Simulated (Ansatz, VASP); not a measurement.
# Two plane-wave programs on CaS

```
Ca S
1.0
     0.00000    2.85237    2.85237
     2.85237    0.00000    2.85237
     2.85237    2.85237    0.00000
Ca S
1 1
Direct
  0.00000 0.00000 0.00000
  0.50000 0.50000 0.50000
```

Alike in both runs: task single point; functional revPBE; k mesh 8 × 8 × 8; occupations gaussian, width 0.1 eV; no spin polarisation.

|  | VASP | Ansatz |
| --- | --- | --- |
| version | VASP 6.6.1 | Ansatz 0.2.0 |
| potentials or method | VASP PAW PBE potentials, release 64 (Ca_sv, S), cutoff 500 eV | scalar-relativistic, plane waves, PAW |
| valence electrons in the cell | 16 | 16 |

Ansatz gave:

| Property | Result |
| --- | --- |
| gap on the k mesh at the Fermi level (eV) | 2.47 |
| least direct gap on the mesh (eV) | 3.26 |
| pressure (GPa) | 1.9 |

Task: Which values does VASP return?

Result: gap on the k mesh at the Fermi level (eV): 2.46; least direct gap on the mesh (eV): 3.26; pressure (GPa): 2.0.

VASP's potentials were made for PBE, not for revPBE. With one functional, cell and mesh, what is left measures potentials, basis and numerics.
